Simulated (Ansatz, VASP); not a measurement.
## InSb3: VASP beside Ansatz

```xyz
4
Lattice="4.8064 0.0000 0.0000 0.0000 4.8064 0.0000 0.0000 0.0000 4.8064" Properties=species:S:1:pos:R:3 pbc="T T T"
In    0.0000    0.0000    0.0000
Sb    2.4032    0.0000    2.4032
Sb    0.0000    2.4032    2.4032
Sb    2.4032    2.4032    0.0000
```

Alike in both runs: task single point; functional PBEsol; k mesh 4 × 4 × 4; occupations gaussian, width 0.1 eV; no spin polarisation.

|  | VASP | Ansatz |
| --- | --- | --- |
| version | VASP 6.6.1 | Ansatz 0.2.0 |
| potentials or method | VASP PAW PBE potentials, release 64 (In_d, Sb), cutoff 520 eV | scalar-relativistic, plane waves, PAW |
| valence electrons in the cell | 28 | 58 |

|  | VASP | Ansatz | Ansatz less VASP |
| --- | --- | --- | --- |
| gap on the k mesh at the Fermi level (eV) | none | none | - |
| pressure (GPa) | -2.4 | -2.4 | 0.00 |

VASP's potentials were made for PBE, not for PBEsol. A gap of «none» marks a metal or a gap that the smearing closes. With one functional, cell and mesh, what is left measures potentials, basis and numerics. VASP's potentials hold 28 valence electrons a cell and Ansatz's 58, so a difference there can come from the potentials and not from the codes.

Neither program's run includes spin-orbit coupling.
